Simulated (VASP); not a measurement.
A run of VASP 6.6.1:

POSCAR

```
PbSe
1.0
    5.1741442664      0.0000000000      0.0000000000
   -2.5870721332      4.4809403775      0.0000000000
    0.0000000000      0.0000000000      6.2147757150
Pb Se
2 2
Direct
    0.3333333333      0.6666666667     -0.0648971074
    0.6666666667      0.3333333333      0.4351028926
    0.3333333333      0.6666666667      0.4398971074
    0.6666666667      0.3333333333      0.9398971074
```

INCAR.step1

```
ALGO = Normal
EDIFF = 1E-4
ENCUT = 520
GGA = PE
ISMEAR = 0
LASPH = T
LCHARG = F
LREAL = F
LWAVE = T
NBANDS = 28
NELM = 80
PREC = Accurate
SIGMA = 0.01
```

File INCAR.step2:

```
ALGO = Normal
EDIFF = 1E-6
ENCUT = 520
ISIF = 2
ISMEAR = 0
ISTART = 1
LASPH = T
LCHARG = F
LMIXTAU = T
LREAL = F
LWAVE = F
METAGGA = R2SCAN
NBANDS = 28
NELM = 80
PREC = Accurate
SIGMA = 0.01
```

The input KPOINTS:

```
k-points
0
Gamma
  6 6 4
```

Potentials or basis: VASP PAW PBE potentials, release 64 (Pb_d, Se).

Command:

```sh
$ cat potpaw_PBE.64/Pb_d/POTCAR potpaw_PBE.64/Se/POTCAR > POTCAR
$ cp INCAR.step1 INCAR
$ mpirun -np 1 vasp_std > vasp.out
$ cp INCAR.step2 INCAR
$ mpirun -np 1 vasp_std > vasp.out
```

Hardware: 1 thread of AMD EPYC 7R13 (shared host).

Task: Estimate the wall time of this run.

Result: Run time: 8.7 min on 1 thread of AMD EPYC 7R13 (shared host), peak memory 0.3 GiB. Counts: k points 21.
